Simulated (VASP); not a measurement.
Crystal: Cu.

```
Cu
1.0
     0.00000    1.78108    1.78108
     1.78108    0.00000    1.78108
     1.78108    1.78108    0.00000
Cu
1
Cartesian
  0.0000 0.0000 0.0000
```

Base run:

* Program: VASP 6.6.1
* Functional: PBE
* Potentials or basis: VASP PAW PBE potentials, release 64 (Cu)
* Cutoff: 600 eV
* k mesh: 9 × 9 × 9
* Occupations: tetrahedron
* Spin: no spin polarisation

Its results: pressure 10.5 GPa.

**Question.** The run is repeated on the same cell with these changes: cutoff from 600 eV to 520 eV; further incar settings from ALGO = Normal; EDIFF = 1e-06; NBANDS = 12 to ALGO = Normal; EDIFF = 1e-07; NBANDS = 12. What comes out?

**Answer.** Pressure 9.5 GPa.

Caveats: tetrahedron occupations give inexact forces and stress in metals (some runs).
